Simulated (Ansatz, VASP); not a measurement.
## One calculation of K, two programs

INCAR

```
  PREC = Accurate
  ENCUT = 520
  EDIFF = 1E-7
  ISMEAR = -1
  SIGMA = 0.1
  LREAL = False
  LASPH = True
  NELM = 100
  ALGO = Normal
  ISIF = 2
  LWAVE = False
  LCHARG = False
  GGA = PE
  NBANDS = 10
```

KPOINTS

```
Automatic mesh
0
Gamma
  9 9 9
```

The input POSCAR:

```
K
1.0
    0.0000000000      3.4207907532      3.4207907532
    3.4207907532      0.0000000000      3.4207907532
    3.4207907532      3.4207907532      0.0000000000
K
1
Direct
    0.0000000000      0.0000000000      0.0000000000
```

Input for Ansatz:

```yaml
crystal:
  lattice:
    - [0.0, 3.4207907532, 3.4207907532]
    - [3.4207907532, 0.0, 3.4207907532]
    - [3.4207907532, 3.4207907532, 0.0]
  atoms:
    - { symbol: K, position: [0.0, 0.0, 0.0] }
hamiltonian:
  xc: pbe
  pseudopotentials:
    kind: paw
    azcp:
      K: "pseudopotentials/K.paw.azcp"
basis:
  ecutwfc: 420
  fft_grid_basis: typed
kpoints:
  mp_grid: { grid: [9, 9, 9], shift: [0, 0, 0] }
magnetization:
  spin_polarized: false
scf:
  occupations: { method: fermi_dirac, width: 0.1 }
  lower_state_search: "off"
output:
  stress: true
```

Alike in both runs: task single point; functional PBE; k mesh 9 × 9 × 9; occupations fermi-dirac, width 0.1 eV; no spin polarisation.

|  | VASP | Ansatz |
| --- | --- | --- |
| version | VASP 6.6.1 | Ansatz 0.2.0 |
| potentials or method | VASP PAW PBE potentials, release 64 (K_sv), cutoff 520 eV | plane waves (420 eV) with PAW, scalar-relativistic |
| valence electrons in the cell | 9 | 9 |

|  | VASP | Ansatz | Ansatz less VASP |
| --- | --- | --- | --- |
| pressure (GPa) | -0.2 | -0.2 | +0.01 |
